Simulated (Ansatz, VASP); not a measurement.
**Br: VASP beside Ansatz**

```
CELL_PARAMETERS angstrom
3.83126 0.00000 0.00000
-1.91563 3.31796 0.00000
0.00000 0.00000 4.35013
ATOMIC_POSITIONS crystal
Br 0.33333 0.66667 0.25000
Br 0.66667 0.33333 0.75000
```

Alike in both runs: functional r2SCAN; k mesh 18 × 18 × 14; occupations gaussian, width 0.1 eV; no spin polarisation.

Ansatz relaxed the structure, and its values are those at the end. VASP's run is a single point on that final structure, the one shown.

```csv
,VASP,Ansatz
version,VASP 6.6.1,Ansatz 0.2.0
potentials or method,"VASP PAW PBE potentials, release 64 (Br), cutoff 520 eV","scalar-relativistic, plane waves, PAW"
valence electrons in the cell,14,14
```

|  | VASP | Ansatz | Ansatz less VASP |
| --- | --- | --- | --- |
| gap on the k mesh at the Fermi level (eV) | none | none | - |
| pressure (GPa) | 0.0 | 0.0 | +0.04 |

VASP's potentials were made for PBE, not for r2SCAN. A gap of «none» marks a metal or a gap that the smearing closes.
